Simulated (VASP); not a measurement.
## ScAl3F: relaxation of cell and atoms with PBE

ScAl3F:

```
Sc Al F
1.0
     4.40738    0.00000    0.00000
     0.00000    4.40738    0.00000
     0.00000    0.00000    4.40738
Sc Al F
1 3 1
Cartesian
  0.0000 0.0000 0.0000
  2.2037 0.0000 2.2037
  2.2037 2.2037 0.0000
  0.0000 2.2037 2.2037
  2.2037 2.2037 2.2037
```

The cell was built from a structure type or drawn by symmetry, and may not be a known phase.

| Item | Value |
| --- | --- |
| Program | VASP 6.6.1 |
| Task | relaxation of cell and atoms |
| Functional | PBE |
| Potentials or basis | VASP PAW PBE potentials, release 64 (Sc_sv, Al, F) |
| Cutoff | 600 eV |
| k mesh | 8 × 8 × 8 |
| Occupations | gaussian, width 0.1 eV |
| Spin | no spin polarisation |
| Dipole correction | no |
| Further INCAR settings | ALGO = Normal; EDIFF = 1e-06; IBRION = 2; EDIFFG = -0.01; NSW = 100; ISIF = 3 |

```yaml
Relaxed_volume: 17.03 Å³/atom
Relaxed_cell: a = 4.399 Å, b = 4.399 Å, c = 4.399 Å, α = 90.00°, β = 90.00°, γ = 90.00°
Space_group_after_relaxing_to_0.1_Å: Pm-3m (No. 221)
Energy_gained_by_relaxing: 0.1 meV/atom
Ionic_steps: 2
Pressure_after_relaxing: 0.0 GPa
Band_gap_on_the_k_mesh: zero (an odd number of electrons rules out a gap without spin polarisation)
```

The path:
```tsv
step	energy change (eV)	largest force (eV/Å)	pressure (GPa)	volume (Å³)
1	0.0000	0.0000	-0.36	85.61
2	-0.0006	0.0000	-0.01	85.14
```

Final structure:
```
Sc Al F
1.0
     4.39930    0.00000    0.00000
     0.00000    4.39930    0.00000
     0.00000    0.00000    4.39930
Sc Al F
1 3 1
Direct
  0.00000 0.00000 0.00000
  0.50000 0.00000 0.50000
  0.50000 0.50000 0.00000
  0.00000 0.50000 0.50000
  0.50000 0.50000 0.50000
```

Levels at points of the mesh, in eV from the Fermi level:
```tsv
k point	band 12	band 13	band 14	band 15	band 16	band 17
(0.00, 0.00, 0.00)	0.11	0.11	0.11	1.46	1.46	1.46
(0.50, 0.00, 0.00)	-0.50	-0.08	-0.08	0.69	0.69	1.74
(0.50, 0.50, 0.00)	-3.25	-0.28	-0.28	2.04	2.40	3.17
(0.50, 0.50, 0.50)	-2.41	-2.41	-2.41	0.08	0.75	2.51
```

Wall time 69 s on 1 thread of Intel(R) Xeon(R) Platinum 8488C (Sapphire Rapids), with other jobs on the host, peak memory 0.25 GiB.

Caveat: an odd number of electrons without spin polarisation forces a metal; a magnetic or distorted state may lie lower.
